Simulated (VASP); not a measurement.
Ba, 1 atom in the cell. Symmetry: Fm-3m, No. 225, cubic system. Conventional cell: a = 6.162 Å, b = 6.162 Å, c = 6.162 Å, α = 90.00°, β = 90.00°, γ = 90.00°. Within 5.7 Å of Ba (site symmetry m-3m) lie 12 Ba at 4.36 Å. This isn't the form of Ba at room conditions, which is bcc.

| Item | Value |
| --- | --- |
| Program | VASP 6.6.1 |
| Task | single point |
| Functional | PBEsol |
| Potentials or basis | VASP PAW PBE potentials, release 64 (Ba_sv) |
| Cutoff | 520 eV |
| k mesh | 12 × 12 × 12 |
| Occupations | fermi-dirac, width 0.08 eV |
| Spin | no spin polarisation |
| Dipole correction | no |
| Further INCAR settings | ALGO = Normal; EDIFF = 1e-07; NBANDS = 11 |

Potentials or basis: VASP PAW PBE potentials, release 64 (Ba_sv).

The run is started by

```sh
$ cat potpaw_PBE.64/Ba_sv/POTCAR > POTCAR
$ mpirun -np 1 vasp_std > vasp.out
```

Hardware: 1 thread of Intel(R) Xeon(R) 6975P-C (Granite Rapids), with other jobs on the host.

Question: How long does it take, and how much memory?

Answer: It took 9.2 s on 1 thread of Intel(R) Xeon(R) 6975P-C (Granite Rapids), with other jobs on the host, peak memory 0.2 GiB. Counts: scf iterations 10, k points 72.
